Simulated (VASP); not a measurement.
# C in VASP: a series of runs

C is run at these levels: LDA; tasks: single point, relaxation of cell and atoms.

All numbers are computed with VASP 6.6.1; they aren't measurements. Logs are shortened: lines on timing, memory, paths and dates and some standing lists are left out, and cuts for length are marked.

### 1 The cell of the first run

The cell holds a slab with vacuum, 2 atoms: a = 2.445 Å, b = 2.445 Å, c = 8.526 Å, α = 90.00°, β = 90.00°, γ = 120.00°.

### 2 Single point, LDA

INCAR reads:

```
SYSTEM = C
PREC = Accurate ; ENCUT = 520
EDIFF = 1E-6 ; ISMEAR = 0
SIGMA = 0.1 ; LREAL = .False.
LASPH = .True. ; NELM = 80
ALGO = Normal ; ISIF = 2
LWAVE = .False. ; LCHARG = .False.
NBANDS = 11
```

KPOINTS reads:

```
Automatic mesh
0
Gamma
  21 21 6
  0 0 0
```

POSCAR reads:

```
C
1.0
    2.4447628307      0.0000000000      0.0000000000
   -1.2223814153      2.1172267176      0.0000000000
    0.0000000000      0.0000000000      8.5260108322
C
2
Direct
    0.3333333333      0.6666666667      0.0000000000
    0.6666666667      0.3333333333      0.0000000000
```

Potentials or basis: VASP PAW LDA potentials, release 64 (C).

The run is started by

```
cat potpaw_LDA.64/C/POTCAR > POTCAR
mpirun -np 1 vasp_std > vasp.out
```

OUTCAR:

```text
SYSTEM = C
   PREC = Accurate
   ENCUT = 520
   EDIFF = 1E-6
   ISMEAR = 0
   LREAL = .False.
   LASPH = .True.
   NELM = 80
   ISIF = 2

 ion  position               nearest neighbor table
   1  0.333  0.667  0.000-   2 1.41   2 1.41   2 1.41
   2  0.667  0.333  0.000-   1 1.41   1 1.41   1 1.41

  LATTYP: Found a hexagonal cell.
 ALAT       =     2.4447628307
 C/A-ratio  =     3.4874592844

  Lattice vectors:

 A1 = (   2.4447628307,   0.0000000000,   0.0000000000)
 A2 = (  -1.2223814153,   2.1172267176,   0.0000000000)
 A3 = (   0.0000000000,   0.0000000000,   8.5260108322)

Analysis of symmetry for initial positions (statically):
=====================================================================
 Subroutine PRICEL returns:
 Original cell was already a primitive cell.

 Routine SETGRP: Setting up the symmetry group for a
 hexagonal supercell.

 Subroutine GETGRP returns: Found 24 space group operations
 (whereof 24 operations were pure point group operations)
 out of a pool of 24 trial point group operations.

The static configuration has the point symmetry D_6h.

Analysis of symmetry for dynamics (positions and initial velocities):
=====================================================================
 Subroutine PRICEL returns:
 Original cell was already a primitive cell.

 Routine SETGRP: Setting up the symmetry group for a
 hexagonal supercell.

 Subroutine GETGRP returns: Found 24 space group operations
 (whereof 24 operations were pure point group operations)
 out of a pool of 24 trial point group operations.

The dynamic configuration has the point symmetry D_6h.

 Subroutine INISYM returns: Found 24 space group operations
 (whereof 24 operations are pure point group operations),
 and found     1 'primitive' translations

----------------------------------------------------------------------------------------

                                     Primitive cell

  volume of cell :      44.1316

  direct lattice vectors                    reciprocal lattice vectors
     2.444762831  0.000000000  0.000000000     0.409037632  0.236157987  0.000000000
    -1.222381415  2.117226718  0.000000000     0.000000000  0.472315974  0.000000000
     0.000000000  0.000000000  8.526010832     0.000000000  0.000000000  0.117288146

  length of vectors
     2.444762831  2.444762831  8.526010832     0.472315974  0.472315974  0.117288146

  position of ions in fractional coordinates (direct lattice)
     0.333333333  0.666666667  0.000000000
     0.666666667  0.333333333  0.000000000
[... 85 lines left out ...]
   POTIM  = 0.5000    time-step for ionic-motion
   TEBEG  =    0.0;   TEEND  =   0.0 temperature during run
   PSTRESS=    0.0 pullay stress
   NELECT =       8.0000    total number of electrons
   NUPDOWN=      -1.0000    fix difference up-down
   EMIN   =  10.00;   EMAX   =-10.00  energy-range for DOS
   EFERMI =   0.00;   METHOD = LEGACY
   ISMEAR =     0;   SIGMA  =   0.10  broadening in eV -4-tet -1-fermi 0-gaus
   EFERMI_NEDOS =   21; number of points for ismear=-14 and -15
   IALGO  =     38    algorithm
   IMIX   =      4    mixing-type and parameters
     AMIX     =   0.40;   BMIX     =  1.00
     AMIX_MAG =   1.60;   BMIX_MAG =  1.00
  volume/ion in A,a.u.               =      22.07       148.91
  Fermi-wavevector in a.u.,A,eV,Ry     =   0.926520  1.750869 11.679778  0.858439
  Thomas-Fermi vector in A             =   2.052491
   LORBIT       =      0    0 simple, 1 ext, 2 COOP (PROOUT), +10 PAW based schemes
   GGA     = CA    functional components
   LHFCALC =     F    Hartree Fock is set to
   AEXX    =    0.0000 exact exchange contribution
   IVDW    =     0    specifies the selected vdW correction
   LEPSILON=     F    determine dielectric tensor
   LRPA    =     F    only Hartree local field effects (RPA)
 non-spin polarized calculation
 Gauss-broadening in eV      SIGMA  =   0.10
  energy-cutoff  :      520.00
  volume of cell :       44.13
 maximum number of plane-waves:      1214
   NGX =  9   NGY =  9   NGZ = 31

 number of electron       7.9999997 magnetization

 Free energy of the ion-electron system (eV)
  ---------------------------------------------------
  ext. energy  EPLUGINS =         0.00000000
  ---------------------------------------------------
  free energy    TOTEN  =       -20.17512864 eV

  energy without entropy =      -20.17461690  energy(sigma->0) =      -20.17487277

 E-fermi :  -0.8361     XC(G=0):  -5.1220

 val. band max:       -0.8361620162   @ k =   0.3333   0.3333   0.3333
 cond. band min:      -0.8361253501   @ k =   0.3333   0.3333   0.1667
 fundamental gap:      0.0000366661
 Fermi energy:        -0.8361446262

 k-point     1 :       0.0000    0.0000    0.0000
  band No.  band energies     occupation
      1     -20.3419      2.00000
      2      -8.6515      2.00000
      3      -3.8642      2.00000
      4      -3.8642      2.00000
      5       2.2512      0.00000
      6       4.5974      0.00000
      7       6.2060      0.00000
      8       7.5915      0.00000
      9       7.5915      0.00000
     10      10.8030      0.00000
     11      12.5432      0.00000
[... 309 lines left out ...]
 k-point    24 :       0.1905    0.0952    0.0000
  band No.  band energies     occupation
      1     -18.8403      2.00000
      2      -7.9540      2.00000
      3      -6.8531      2.00000
      4      -6.3934      2.00000
      5       4.3163      0.00000
      6       6.4523      0.00000
      7       6.7230      0.00000
      8       8.0630      0.00000
      9       8.4835      0.00000
     10      11.4641      0.00000
     11      14.3247      0.00000

 [... further k-points ...]

------------------------ aborting loop because EDIFF is reached ----------------------------------------

  FORCE on cell =-STRESS in cart. coord.  units (eV):
  Direction    XX          YY          ZZ          XY          YZ          ZX
  --------------------------------------------------------------------------------------
  -------------------------------------------------------------------------------------
  Total        0.1338436      0.1338436     -0.0132441      0.0000000     -0.0000000     -0.0000000
  in kB        4.8591260      4.8591260     -0.4808191      0.0000000     -0.0000000     -0.0000000
  external PRESSURE =       3.0791443 kB  Pullay stress =       0.0000000 kB

 VOLUME and BASIS-vectors are now :
 -----------------------------------------------------------------------------
  energy-cutoff  :      520.00
  volume of cell :       44.13
      direct lattice vectors                 reciprocal lattice vectors
     2.444762831  0.000000000  0.000000000     0.409037632  0.236157987  0.000000000
    -1.222381415  2.117226718  0.000000000     0.000000000  0.472315974  0.000000000
     0.000000000  0.000000000  8.526010832     0.000000000  0.000000000  0.117288146

 POSITION                                       TOTAL-FORCE (eV/Angst)
 -----------------------------------------------------------------------------------
     -0.00000      1.41148      0.00000        -0.000000      0.000000      0.000000
      1.22238      0.70574      0.00000         0.000000     -0.000000      0.000000
 -----------------------------------------------------------------------------------
    total drift:                                0.000000     -0.000000      0.000000

  FREE ENERGIE OF THE ION-ELECTRON SYSTEM (eV)
  ---------------------------------------------------
  free  energy   TOTEN  =       -20.1751286350 eV

  energy  without entropy=      -20.1746168985  energy(sigma->0) =      -20.17487277
```

stdout:

```text
POSCAR found type information on POSCAR C
 POSCAR found :  1 types and       2 ions
 scaLAPACK will be used
 LDA part: xc-table for (Slater(with rela. corr.)+CA(PZ))
 , standard interpolation
 POSCAR, INCAR and KPOINTS ok, starting setup
 FFT: planning ... GRIDC
 FFT: planning ... GRID_SOFT
 FFT: planning ... GRID
 WAVECAR not read
 entering main loop
```

It took 36 s on 1 thread of Intel Xeon 6975P-C (Granite Rapids), shared host; peak memory 0.18 GiB.

What came out:

| Quantity | Value |
| --- | --- |
| Free energy | -20.1751 eV |
| Band gap on the k mesh | zero (filled and empty bands touch) |

### 3 Relaxation of cell and atoms, LDA

This run uses another cell than the first one, of 22.27 Å³/atom, 1.009 times its volume.

INCAR reads:

```
  PREC = Accurate
  ENCUT = 600
  EDIFF = 1E-6
  ISMEAR = 0
  SIGMA = 0.1
  LREAL = False
  LASPH = True
  NELM = 100
  ALGO = Normal
  ISIF = 3
  LWAVE = False
  LCHARG = False
  IBRION = 2
  NSW = 100
  EDIFFG = -0.005
```

KPOINTS reads:

```
Automatic mesh
0
Gamma
  21 21 6
```

POSCAR reads:

```
C
1.0
    2.4561701622      0.0000000000      0.0000000000
   -1.2280850811      2.1271057565      0.0000000000
    0.0000000000      0.0000000000      8.5238033600
C
2
Direct
    0.3333333300      0.6666666700      0.0000000000
    0.6666666700      0.3333333300      0.0000000000
```

Potentials or basis: VASP PAW LDA potentials, release 64 (C).

The run is started by

```
cat potpaw_LDA.64/C/POTCAR > POTCAR
mpirun -np 1 vasp_std > vasp.out
```

Wall time 7 min (1 thread of Intel Xeon 6975P-C (Granite Rapids), shared host); peak memory 0.2 GiB.

Results (log left out):

- Free energy: -20.2280 eV
- Relaxed volume: 9.31 Å³/atom
- Relaxed cell: a = 2.446 Å, b = 2.446 Å, c = 3.594 Å, α = 90.00°, β = 90.00°, γ = 120.00°
- Space group after relaxing (to 0.05 Å): P6/mmm (No. 191)
- Energy gained by relaxing: 24.0 meV/atom
- Ionic steps: 24
- Band gap on the k mesh: zero (band 4 reaches 4.58 eV, above the bottom of band 5 at 3.67 eV)

Step by step:
| step | energy change (eV) | largest force (eV/Å) | pressure (GPa) | volume (Å³) |
| --- | --- | --- | --- | --- |
| 1 | 0.0000 | 0.0000 | -1.44 | 44.53 |
| 2 | 0.0113 | 0.0000 | 3.42 | 43.26 |
| 3 | -0.0024 | 0.0000 | -0.07 | 44.15 |
| 4 | -0.0024 | 0.0000 | -0.04 | 44.14 |
| 5 | -0.0025 | 0.0000 | -0.04 | 44.11 |
| 6 | -0.0026 | 0.0000 | -0.04 | 43.99 |
| 7 | -0.0028 | 0.0000 | -0.04 | 43.75 |
| 8 | -0.0033 | 0.0000 | -0.04 | 43.28 |
| 9 | -0.0044 | 0.0000 | -0.04 | 42.33 |
| 10 | -0.0065 | 0.0000 | -0.03 | 40.44 |
| 11 | -0.0103 | 0.0000 | 0.03 | 36.66 |
| 12 | -0.0154 | 0.0000 | 0.19 | 29.10 |
| 13 | 0.2417 | 0.0000 | 9.98 | 14.00 |
| 14 | -0.0156 | 0.0000 | 0.19 | 28.80 |
| 15 | -0.0346 | 0.0000 | 0.28 | 21.39 |
| 16 | -0.0441 | 0.0000 | 1.05 | 17.70 |
| 17 | -0.0433 | 0.0000 | 0.33 | 19.89 |
| 18 | -0.0477 | 0.0000 | 0.57 | 18.79 |
| 19 | -0.0476 | 0.0000 | 0.72 | 18.29 |
| 20 | 0.0171 | 0.0000 | -16.04 | 19.32 |
| 21 | -0.0477 | 0.0000 | 0.06 | 18.33 |
| 22 | -0.0477 | 0.0000 | 0.07 | 18.32 |
| 23 | -0.0479 | 0.0000 | 0.03 | 18.48 |
| 24 | -0.0480 | 0.0000 | -0.01 | 18.62 |

Final structure:
```cif
data_structure
_symmetry_space_group_name_H-M 'P 1'
_symmetry_Int_Tables_number 1
_cell_length_a 2.4457
_cell_length_b 2.4457
_cell_length_c 3.5942
_cell_angle_alpha 90.000
_cell_angle_beta 90.000
_cell_angle_gamma 120.000
_cell_volume 18.62
loop_
_atom_site_label
_atom_site_type_symbol
_atom_site_fract_x
_atom_site_fract_y
_atom_site_fract_z
_atom_site_occupancy
C1 C 0.33333 0.66667 0.00000 1
C2 C 0.66667 0.33333 0.00000 1
```

Levels at points of the mesh, in eV from the Fermi level:
| k point | band 1 | band 2 | band 3 | band 4 | band 5 | band 6 | band 7 | band 8 |
| --- | --- | --- | --- | --- | --- | --- | --- | --- |
| (0.00, 0.00, 0.00) | -19.57 | -7.05 | -3.01 | -3.01 | 3.27 | 8.42 | 8.42 | 11.76 |
| (0.00, 0.00, 0.50) | -19.38 | -8.49 | -3.00 | -3.00 | 8.47 | 8.47 | 8.50 | 15.18 |

Caveat: the volume moved by over 15 % at a fixed basis, so the end points are rough.
